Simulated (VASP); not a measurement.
MgB2: relaxation of shape and atoms at fixed volume with PBE

Crystal: MgB2.

```
CELL_PARAMETERS angstrom
3.05754 0.00000 0.00000
-1.52877 2.64791 0.00000
0.00000 0.00000 3.49003
ATOMIC_POSITIONS crystal
Mg 0.00000 0.00000 0.00000
B 0.33333 0.66667 0.50000
B 0.66667 0.33333 0.50000
```

This cell differs from its parent crystal: volume scaled by 0.980.

| Item | Value |
| --- | --- |
| Program | VASP 6.6.1 |
| Task | relaxation of shape and atoms at fixed volume |
| Functional | PBE |
| Potentials or basis | VASP PAW PBE potentials, release 64 (Mg, B) |
| Cutoff | 600 eV |
| k mesh | 12 × 12 × 10 |
| Occupations | gaussian, width 0.05 eV |
| Spin | no spin polarisation |
| Dipole correction | no |
| Further INCAR settings | ALGO = Normal; EDIFF = 1e-07; IBRION = 2; EDIFFG = -0.01; NSW = 60; ISIF = 4 |

The energy gained by relaxing is 0.1 meV/atom. The ionic steps are 2, the pressure after relaxing is 2.7 GPa and the band gap on the k mesh is zero (band 4 reaches 7.29 eV, above the bottom of band 5 at 3.39 eV).

Stress tensor (GPa, compression positive):
```
2.66 0.00 0.00
0.00 2.66 0.00
0.00 0.00 2.82
```

The path:
| step | energy change (eV) | largest force (eV/Å) | pressure (GPa) | volume (Å³) |
| --- | --- | --- | --- | --- |
| 1 | 0.0000 | 0.0000 | 2.92 | 28.26 |
| 2 | -0.0004 | 0.0000 | 2.71 | 28.26 |

Final structure:
```cif
data_structure
_symmetry_space_group_name_H-M 'P 1'
_symmetry_Int_Tables_number 1
_cell_length_a 3.0621
_cell_length_b 3.0621
_cell_length_c 3.4796
_cell_angle_alpha 90.000
_cell_angle_beta 90.000
_cell_angle_gamma 120.000
_cell_volume 28.26
loop_
_atom_site_label
_atom_site_type_symbol
_atom_site_fract_x
_atom_site_fract_y
_atom_site_fract_z
_atom_site_occupancy
Mg1 Mg 0.00000 0.00000 0.00000 1
B1 B 0.33333 0.66667 0.50000 1
B2 B 0.66667 0.33333 0.50000 1
```

Levels at points of the mesh, in eV from the Fermi level:
| k point | band 2 | band 3 | band 4 | band 5 | band 6 | band 7 |
| --- | --- | --- | --- | --- | --- | --- |
| (0.00, 0.00, 0.00) | -2.87 | 0.41 | 0.41 | 1.88 | 6.43 | 6.43 |
| (0.50, 0.00, 0.00) | -7.88 | -2.16 | 0.30 | 3.24 | 3.97 | 5.60 |
| (0.00, 0.00, 0.50) | -7.46 | 0.81 | 0.81 | 6.75 | 6.75 | 8.12 |
| (0.50, 0.00, 0.50) | -6.94 | -3.56 | -1.86 | -1.24 | 5.90 | 9.06 |

Run time: 48 s on 1 thread of Intel Xeon 8259CL, on a shared host, peak memory 0.17 GiB.

Caveat: the cell differs from its parent crystal (volume scaled by 0.980).
